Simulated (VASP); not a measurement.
Runs of VASP 6.6.1 on InP. The structure is that of space group F-43m (No. 216), or close to it. The cells are those of the table. 

```tsv
task	cell	k mesh	smearing	gap on the mesh (eV)	pressure (GPa)
relaxation of cell and atoms	relaxed to 10 GPa from a = 4.177 Å, angles 60.0°, 2 atoms	8 × 8 × 8	gaussian 0.01 eV	1.70	10.0
relaxation of cell and atoms	relaxed to 4 GPa from a = 4.177 Å, angles 60.0°, 2 atoms	8 × 8 × 8	gaussian 0.01 eV	1.34	4.0
relaxation of cell and atoms	relaxed to 15 GPa from a = 4.177 Å, angles 60.0°, 2 atoms	8 × 8 × 8	gaussian 0.01 eV	1.76	15.0
single point	a = 4.061 Å, angles 60.0°, 2 atoms	8 × 8 × 8	gaussian 0.01 eV	1.52	(a)
single point	a = 3.966 Å, angles 60.0°, 2 atoms	8 × 8 × 8	gaussian 0.01 eV	1.76	(b)
single point	a = 4.105 Å, angles 60.0°, 2 atoms	8 × 8 × 8	gaussian 0.01 eV	1.34	3.9
relaxation of cell and atoms	relaxed to 7 GPa from a = 4.177 Å, angles 60.0°, 2 atoms	8 × 8 × 8	gaussian 0.01 eV	1.53	7.0
single point	a = 4.177 Å, angles 60.0°, 2 atoms	14 × 14 × 14	fermi-dirac 0.1 eV	1.03	-0.1
single point	a = 4.157 Å, angles 60.0°, 2 atoms	8 × 8 × 8	gaussian 0.01 eV	1.11	0.9
relaxation of cell and atoms	relaxed to 2 GPa from a = 4.177 Å, angles 60.0°, 2 atoms	8 × 8 × 8	gaussian 0.01 eV	1.20	2.0
relaxation of cell and atoms	relaxed from a = 4.144 Å, angles 60.0°, 2 atoms	14 × 14 × 14	fermi-dirac 0.1 eV	(c)	0.0
single point	a = 4.139 Å, angles 60.0°, 2 atoms	8 × 8 × 8	gaussian 0.01 eV	1.19	1.9
```

Alike in all rows: level r2SCAN; potentials or basis VASP PAW PBE potentials, release 64 (In_d, P); no spin polarisation; cutoff (eV) 550.

**Question.** Estimate the missing entries.

**Answer.** (a) 6.8; (b) 14.8; (c) 1.04.

Caveats: the PAW data sets were made with another functional, which shifts forces and pressure a little; spin-orbit coupling is left out, which moves the levels of the heavy elements; the cell is relaxed towards a set pressure, so the run minimises the enthalpy, not the energy (at least some runs); the cell stands under pressure (at least some runs).

A k mesh can miss the band edges, and the runs leave out spin-orbit coupling on In.
